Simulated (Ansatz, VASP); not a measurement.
AlNi in VASP and in Ansatz

Contents of INCAR:

```
SYSTEM = AlNi
PREC     = Accurate       ! precision mode
ENCUT    = 520            ! plane-wave cutoff, eV
EDIFF    = 1E-6           ! SCF threshold, eV
ISMEAR   = 0              ! smearing method
SIGMA    = 0.15           ! smearing width, eV
LREAL    = .FALSE.        ! projectors in reciprocal space
LASPH    = .TRUE.         ! aspherical terms in the spheres
NELM     = 80             ! most SCF steps
ALGO     = Fast           ! electronic algorithm
ISIF     = 2              ! what is computed and relaxed
LWAVE    = .FALSE.        ! write WAVECAR
LCHARG   = .FALSE.        ! write CHGCAR
GGA      = PE             ! functional
NBANDS   = 14             ! bands
```

Contents of KPOINTS:

```
Automatic mesh
0
G
  20 20 20
  0 0 0
```

POSCAR

```
AlNi
1.0
    2.8207564398      0.0000000000      0.0000000000
    0.0000000000      2.8207564398      0.0000000000
    0.0000000000      0.0000000000      2.8930835280
Al Ni
1 1
Direct
    0.0000000000      0.0000000000      0.0000000000
    0.5000000000      0.5000000000      0.5000000000
```

Input for Ansatz:

```yaml
crystal:
  lattice:
    - [2.8207564398, 0.0, 0.0]
    - [0.0, 2.8207564398, 0.0]
    - [0.0, 0.0, 2.893083528]
  atoms:
    - { symbol: Al, position: [0.0, 0.0, 0.0] }
    - { symbol: Ni, position: [0.5, 0.5, 0.5] }
basis:
  ecutwfc: 420
kpoints:
  mp_grid: { grid: [20, 20, 20] }
hamiltonian:
  xc: pbe
scf:
  occupations: { method: gaussian, width: 0.15 }
output:
  forces: true
  stress: true
  eigenvalues: true
```

Change from the starting cell: strain -0.025 along x and y, +0.000 along z, atoms carried along.

Alike in both runs: task single point; functional PBE; k mesh 20 × 20 × 20; occupations gaussian, width 0.15 eV; no spin polarisation.

|  | VASP | Ansatz |
| --- | --- | --- |
| version | VASP 6.6.1 | Ansatz 0.2.0 |
| potentials or method | VASP PAW PBE potentials, release 64 (Al, Ni), cutoff 520 eV | scalar-relativistic, plane waves, PAW |
| valence electrons in the cell | 13 | 21 |

Ansatz gave:

* gap on the k mesh at the Fermi level (eV): none
* pressure (GPa): 9.0
* traceless stress, the component that is largest in VASP (GPa): -1.25

Q: Which values does VASP return?

A: gap on the k mesh at the Fermi level (eV): none; pressure (GPa): 8.9; traceless stress, the component that is largest in VASP (GPa): -1.29.

A gap of «none» marks a metal or a gap that the smearing closes. The functional is the same, so the differences come from potentials, cutoffs and numerics. VASP's potentials hold 13 valence electrons a cell and Ansatz's 21, so a difference there can come from the potentials and not from the codes.
